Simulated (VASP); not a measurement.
# MnS (Fm-3m) in VASP: settings compared, part 2 of 2

VASP 6.6.1. The steps go on from the part before.

## 3. Single point, PBEsol, collinear spin, ferromagnetic start

File INCAR:

```
PREC = Accurate
ENCUT = 520
EDIFF = 1E-7
ISMEAR = -1
SIGMA = 0.05
LREAL = False
LASPH = True
NELM = 150
ALGO = Normal
ISIF = 2
LWAVE = False
LCHARG = False
ISPIN = 2
MAGMOM = 4 0
LORBIT = 11
LMAXMIX = 4
GGA = PS
NBANDS = 20
```

File KPOINTS:

```
Automatic mesh
0
Gamma
  9 9 9
```

File POSCAR:

```
MnS
1.0
    0.0000000000      2.6045000000      2.6045000000
    2.6045000000      0.0000000000      2.6045000000
    2.6045000000      2.6045000000      0.0000000000
Mn S
1 1
Direct
    0.0000000000      0.0000000000      0.0000000000
    0.5000000000      0.5000000000      0.5000000000
```

Potentials or basis: VASP PAW PBE potentials, release 64 (Mn_pv, S).

Started as:

```
cat potpaw_PBE.64/Mn_pv/POTCAR potpaw_PBE.64/S/POTCAR > POTCAR
mpirun -np 1 vasp_std > vasp.out
```

OUTCAR:

```text
PREC = Accurate
   ENCUT = 520
   EDIFF = 1E-7
   ISMEAR = -1
   LREAL = False
   LASPH = True
   NELM = 150
   ISIF = 2
   ISPIN = 2
   LORBIT = 11
   GGA = PS

 ion  position               nearest neighbor table
   1  0.000  0.000  0.000-   2 2.60   2 2.60   2 2.60   2 2.60   2 2.60   2 2.60
   2  0.500  0.500  0.500-   1 2.60   1 2.60   1 2.60   1 2.60   1 2.60   1 2.60

  LATTYP: Found a face centered cubic cell.
 ALAT       =     5.2090000000

  Lattice vectors:

 A1 = (   0.0000000000,   2.6045000000,   2.6045000000)
 A2 = (   2.6045000000,   0.0000000000,   2.6045000000)
 A3 = (   2.6045000000,   2.6045000000,   0.0000000000)

Analysis of symmetry for initial positions (statically):
=====================================================================
 Subroutine PRICEL returns:
 Original cell was already a primitive cell.

 Routine SETGRP: Setting up the symmetry group for a
 face centered cubic supercell.

 Subroutine GETGRP returns: Found 48 space group operations
 (whereof 48 operations were pure point group operations)
 out of a pool of 48 trial point group operations.

The static configuration has the point symmetry O_h .

Analysis of symmetry for dynamics (positions and initial velocities):
=====================================================================
 Subroutine PRICEL returns:
 Original cell was already a primitive cell.

 Routine SETGRP: Setting up the symmetry group for a
 face centered cubic supercell.

 Subroutine GETGRP returns: Found 48 space group operations
 (whereof 48 operations were pure point group operations)
 out of a pool of 48 trial point group operations.

The dynamic configuration has the point symmetry O_h .

Analysis of structural, dynamic, and magnetic symmetry:
=====================================================================
 Subroutine PRICEL returns:
 Original cell was already a primitive cell.

[... 148 lines left out ...]
  ext. energy  EPLUGINS =         0.00000000
  ---------------------------------------------------
  free energy    TOTEN  =       -14.85780774 eV

  energy without entropy =      -14.85094749  energy(sigma->0) =      -14.85437762

 E-fermi :   6.5171     XC(G=0): -10.8157

 val. band max:        6.4649200038   @ k =   0.3333   0.0000   0.0000
 cond. band min:       6.5198754578   @ k =   0.4444   0.3333   0.1111
 fundamental gap:      0.0549554540
 Fermi energy:         6.5170683190

 spin component 1

 k-point     1 :       0.0000    0.0000    0.0000
  band No.  band energies     occupation
      1     -43.9833      1.00000
      2     -43.9833      1.00000
      3     -43.9833      1.00000
      4      -8.0528      1.00000
      5       3.1649      1.00000
      6       3.1649      1.00000
[... 541 lines left out ...]
     19      21.2260      0.00000
     20      21.2260      0.00000

 [... further k-points ...]

 spin component 2

 k-point     1 :       0.0000    0.0000    0.0000
  band No.  band energies     occupation
      1     -39.5271      1.00000
      2     -39.5271      1.00000
      3     -39.5271      1.00000
      4      -7.7317      1.00000
      5       4.9113      1.00000
      6       4.9113      1.00000
[... 541 lines left out ...]
     19      21.6297      0.00000
     20      21.6297      0.00000

 [... further k-points ...]

------------------------ aborting loop because EDIFF is reached ----------------------------------------

  FORCE on cell =-STRESS in cart. coord.  units (eV):
  Direction    XX          YY          ZZ          XY          YZ          ZX
  --------------------------------------------------------------------------------------
  -------------------------------------------------------------------------------------
  Total       -1.5821087     -1.5821087     -1.5821087      0.0000000     -0.0000000      0.0000000
  in kB      -71.7371021    -71.7371021    -71.7371021      0.0000000     -0.0000000      0.0000000
  external PRESSURE =     -71.7371021 kB  Pullay stress =       0.0000000 kB

 VOLUME and BASIS-vectors are now :
 -----------------------------------------------------------------------------
  energy-cutoff  :      520.00
  volume of cell :       35.33
      direct lattice vectors                 reciprocal lattice vectors
     0.000000000  2.604500000  2.604500000    -0.191975427  0.191975427  0.191975427
     2.604500000  0.000000000  2.604500000     0.191975427 -0.191975427  0.191975427
     2.604500000  2.604500000  0.000000000     0.191975427  0.191975427 -0.191975427

 POSITION                                       TOTAL-FORCE (eV/Angst)
 -----------------------------------------------------------------------------------
      0.00000      0.00000      0.00000         0.000000     -0.000000      0.000000
      2.60450      2.60450      2.60450        -0.000000      0.000000     -0.000000
 -----------------------------------------------------------------------------------
    total drift:                               -0.000000      0.000000      0.000000

  FREE ENERGIE OF THE ION-ELECTRON SYSTEM (eV)
  ---------------------------------------------------
  free  energy   TOTEN  =       -14.8578077389 eV

  energy  without entropy=      -14.8509474935  energy(sigma->0) =      -14.85437762

 total charge

# of ion       s       p       d       tot
------------------------------------------
    1        0.218   6.166   4.928  11.312
    2        1.322   2.369   0.000   3.692
--------------------------------------------------
tot          1.540   8.535   4.928  15.004

 magnetization (x)

# of ion       s       p       d       tot
------------------------------------------
    1        0.051   0.039   4.141   4.230
    2        0.026   0.073   0.000   0.099
--------------------------------------------------
tot          0.077   0.112   4.141   4.329
```

It took 54 s on 1 thread of Intel Xeon Platinum 8375C at 2.90GHz (Ice Lake), shared host; peak memory 0.18 GiB.

What came out:

```
Free energy                                           : -14.8578 eV
Pressure                                              : -7.2 GPa
Net moment                                            : 4.69 μB per cell
Site moments                                          : Mn +4.23; S +0.10 μB
Valence electrons inside the program's atomic spheres : Mn 11.31; S 3.69
```

Levels at points of the mesh, in eV from the Fermi level:
Spin up:
| k point | band 10 | band 11 | band 12 | band 13 | band 14 | band 15 |
| --- | --- | --- | --- | --- | --- | --- |
| (0.00, 0.00, 0.00) | -1.85 | -1.85 | -1.85 | 1.64 | 8.56 | 8.56 |
Spin down:
```
           k point  band 3  band 4  band 5  band 6  band 7  band 8  band 9  band 10  band 11  band 12
(0.00, 0.00, 0.00)  -46.04  -14.25   -1.61   -1.61   -1.61    0.28    0.28     0.28     0.35     0.35
```

Caveat: the PAW data sets were made with another functional, which shifts forces and pressure a little; a cell with one magnetic atom can't hold antiferromagnetic order, which such compounds often take; semilocal functionals often make such compounds metallic where correlation or magnetic order opens a gap, which also shifts bond lengths.

## 4. Single point, LDA, collinear spin, ferromagnetic start

File INCAR:

```
ALGO = Normal ; EDIFF = 1E-6
ENCUT = 520 ; ISIF = 2
ISMEAR = -1 ; ISPIN = 2
LASPH = True ; LCHARG = True
LELF = True ; LMAXMIX = 4
LORBIT = 11 ; LREAL = False
LVHAR = True ; LWAVE = False
MAGMOM = 4 0 ; NBANDS = 20
NELM = 150 ; PREC = Accurate
SIGMA = 0.05
```

File KPOINTS:

```
k-points
0
Gamma
  9 9 9
```

POSCAR is that of step 3.

Potentials or basis: VASP PAW LDA potentials, release 64 (Mn_pv, S).

Started as:

```
cat potpaw_LDA.64/Mn_pv/POTCAR potpaw_LDA.64/S/POTCAR > POTCAR
mpirun -np 1 vasp_std > vasp.out
```

Wall time 43 s (1 thread of Intel Xeon Platinum 8375C at 2.90GHz (Ice Lake), shared host); peak memory 0.16 GiB.

It converged, with:

* Free energy: -14.9790 eV
* Pressure: -12.4 GPa
* Net moment: 4.50 μB per cell
* Site moments: Mn +4.07; S +0.09 μB
* Valence electrons inside the program's atomic spheres: Mn 11.35; S 3.69

Levels at points of the mesh, in eV from the Fermi level:
Spin up:
```csv
k point,band 10,band 11,band 12,band 13,band 14,band 15
"(0.00, 0.00, 0.00)",-1.82,-1.82,-1.82,1.74,8.69,8.69
```
Spin down:
```csv
k point,band 3,band 4,band 5,band 6,band 7,band 8,band 9,band 10,band 11,band 12
"(0.00, 0.00, 0.00)",-45.95,-14.17,-1.57,-1.57,-1.57,0.04,0.04,0.04,0.16,0.16
```

Caveat: a cell with one magnetic atom can't hold antiferromagnetic order, which such compounds often take; semilocal functionals often make such compounds metallic where correlation or magnetic order opens a gap, which also shifts bond lengths. With open d or f shells a metallic result of LDA can be an artefact of self-interaction; +U or a hybrid may open a gap.

## 5. The runs side by side

```csv
level,potentials or basis,fixed moment (μB),k mesh,gap on the mesh (eV),pressure (GPa),moment (μB)
PBEsol,"VASP PAW PBE potentials, release 64 (Mn_pv, S)",8.0,7 × 7 × 7,-,35.6,8.00
PBEsol,"VASP PAW PBE potentials, release 64 (Mn_pv, S)",-,9 × 9 × 9,none,-7.2,4.69
LDA,"VASP PAW LDA potentials, release 64 (Mn_pv, S)",-,9 × 9 × 9,none,-12.4,4.50
```

Alike in all rows: task single point; spin collinear, ferromagnetic start; cell as given; cutoff (eV) 520; smearing fermi-dirac 0.05 eV.

Caveats: a cell with one magnetic atom can't hold antiferromagnetic order, which such compounds often take; the PAW data sets were made with another functional, which shifts forces and pressure a little (some runs); semilocal functionals often make such compounds metallic where correlation or magnetic order opens a gap, which also shifts bond lengths (some runs); the total moment is fixed, so each spin has its own Fermi level (some runs).

Absolute energies hang on the potentials; compare differences alone.
